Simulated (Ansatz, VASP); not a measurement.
## Two plane-wave programs on YbMg2Ge2

```
Ge Yb Mg
1.0
     0.00000    4.13431    0.00000
     4.13431    0.00000    0.00000
     2.06715    2.06715   -5.12208
Ge Yb Mg
2 1 2
Direct
  0.37500 0.37500 0.25000
  0.62500 0.62500 0.75000
  0.00000 0.00000 0.00000
  0.75000 0.25000 0.50000
  0.25000 0.75000 0.50000
```

Alike in both runs: task single point; functional PBEsol; k mesh 8 × 8 × 8; occupations fermi-dirac, width 0.0544 eV; no spin polarisation.

|  | VASP | Ansatz |
| --- | --- | --- |
| version | VASP 6.6.1 | Ansatz 0.2.0 |
| potentials or method | VASP PAW PBE potentials, release 64 (Ge_d, Yb, Mg), cutoff 520 eV | PAW plane waves |
| valence electrons in the cell | 56 | 72 |

VASP gave:

| Item | Value |
| --- | --- |
| gap on the k mesh at the Fermi level (eV) | none |
| pressure (GPa) | 17.8 |
| traceless stress, the component that is largest in VASP (GPa) | -0.58 |
| rms of the force components (eV/Å) | 1.105 |

Estimate Ansatz's values.

gap on the k mesh at the Fermi level (eV): none; pressure (GPa): 18.0; traceless stress, the component that is largest in VASP (GPa): -0.60; rms of the force components (eV/Å): 1.095.

VASP's potentials were made for PBE, not for PBEsol. Atom by atom the forces differ by 0.009 eV/Å (rms over components). A gap of «none» marks a metal or a gap that the smearing closes. VASP's potentials hold 56 valence electrons a cell and Ansatz's 72, so a difference there can come from the potentials and not from the codes.

Neither program's run includes spin-orbit coupling.
